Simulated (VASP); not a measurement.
Here is a VASP 6.6.1 calculation.

INCAR

```
  PREC = Accurate
  ENCUT = 520
  EDIFF = 1E-6
  ISMEAR = 0
  SIGMA = 0.05
  LREAL = F
  LASPH = T
  NELM = 150
  ALGO = Normal
  ISIF = 2
  LWAVE = F
  LCHARG = F
  ISPIN = 2
  MAGMOM = 0 0 0 2 0 0 0
  LORBIT = 11
  LDIPOL = T
  IDIPOL = 3
  DIPOL = 0.5 0.5 0.345
  GGA = PE
  NBANDS = 27
```

Contents of KPOINTS:

```
Automatic mesh
0
Gamma
  9 9 1
```

The input POSCAR:

```
Si3C4
1.0
    3.0967390168      0.0000000000      0.0000000000
    0.0000000000      3.0967390168      0.0000000000
    0.0000000000      0.0000000000     20.9699133985
C Si
4 3
Direct
    0.0000000000      0.5000000000      0.1907494764
    0.5000000000      0.0000000000      0.2951717082
    0.0000000000      0.5000000000      0.3986724483
    1.0000000000      0.5000000000      0.4913089294
    0.5000000000      0.5000000000      0.2429605923
    0.0000000000      0.0000000000      0.3461922397
    0.5000000000      0.5000000000      0.4515952555
```

Potentials or basis: VASP PAW PBE potentials, release 64 (C, Si).

Launch:

```sh
$ cat potpaw_PBE.64/C/POTCAR potpaw_PBE.64/Si/POTCAR > POTCAR
$ mpirun -np 1 vasp_std > vasp.out
```

Question: Estimate the net moment.

Answer: -0.80 μB per cell.

Question: Estimate the site moments.

Answer: C -0.34, -0.04, -0.01 (each value once); Si -0.02, -0.01, -0.00 μB.

Forces in eV/Å, atoms in the order of the input:
```
C    0.000  0.000  2.138
C    0.000  0.000  0.399
C    0.000  0.000 -0.882
C    0.000  0.000  0.000
Si   0.000  0.000 -2.658
Si   0.000  0.000  0.024
Si   0.000  0.000  0.979
```
